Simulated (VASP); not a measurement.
A run of VASP 6.6.1:

Contents of INCAR:

```
SYSTEM = Al18O
PREC     = Accurate       ! precision mode
ENCUT    = 520            ! plane-wave cutoff, eV
EDIFF    = 1E-7           ! SCF threshold, eV
ISMEAR   = 0              ! smearing method
SIGMA    = 0.05           ! smearing width, eV
LREAL    = Auto         
LASPH    = .True.         ! aspherical terms in the spheres
NELM     = 100            ! most SCF steps
ALGO     = Normal         ! electronic algorithm
ISIF     = 2              ! what is computed and relaxed
LWAVE    = .False.        ! write WAVECAR
LCHARG   = .True.         ! write CHGCAR
GGA      = PE             ! functional
LELF     = .True.         ! ELF
LVHAR    = .True.       
NBANDS   = 45             ! bands
```

Contents of KPOINTS:

```
regular mesh
0
Gamma
  2 4 1
  0 0 0
```

POSCAR

```
Al18O
1.0
   12.1500000000      0.0000000000      0.0000000000
    0.0000000000      5.7275650000      0.0000000000
    0.0000000000      0.0000000000     14.8637820000
Al O
18 1
Direct
    0.0000000000      0.0000000000      0.0672776283
    0.3333333333      0.0000000000      0.0672776283
    0.6666666667      0.0000000000      0.0672776283
    0.0000000000      0.5000000873      0.0672776283
    0.3333333333      0.5000000873      0.0672776283
    0.6666666667      0.5000000873      0.0672776283
    0.1694033745      0.2456319570      0.1633070237
    0.4999885597      0.2366862707      0.1597559087
    0.8306018930      0.2457875205      0.1631968903
    0.1679072428      0.7483232403      0.1601689261
    0.5000069136      0.7482448475      0.1629991613
    0.8321227984      0.7484505195      0.1600988228
   -0.0001055144     -0.0058293533      0.2581419049
    0.3266572840     -0.0145178623      0.2605398142
    0.6731905350     -0.0144988315      0.2604582064
   -0.0000466667      0.4948156852      0.2583559151
    0.3406437860      0.4894298013      0.2678987757
    0.6591589300      0.4891485300      0.2678144768
    0.4998618930      0.4792097514      0.2533480375
```

Potentials or basis: VASP PAW PBE potentials, release 64 (Al, O).

Command:

```sh
$ cat potpaw_PBE.64/Al/POTCAR potpaw_PBE.64/O/POTCAR > POTCAR
$ mpirun -np 1 vasp_std > vasp.out
```

Hardware: 1 thread of AMD EPYC 9R45 96-Core Processor (Zen 5), with other jobs on the host.

Problem. How long does it take, and how much memory?

Solution. Wall time 7.5 min on 1 thread of AMD EPYC 9R45 96-Core Processor (Zen 5), on a shared host, peak memory 0.91 GiB. Counts: scf iterations 25, k points 6.
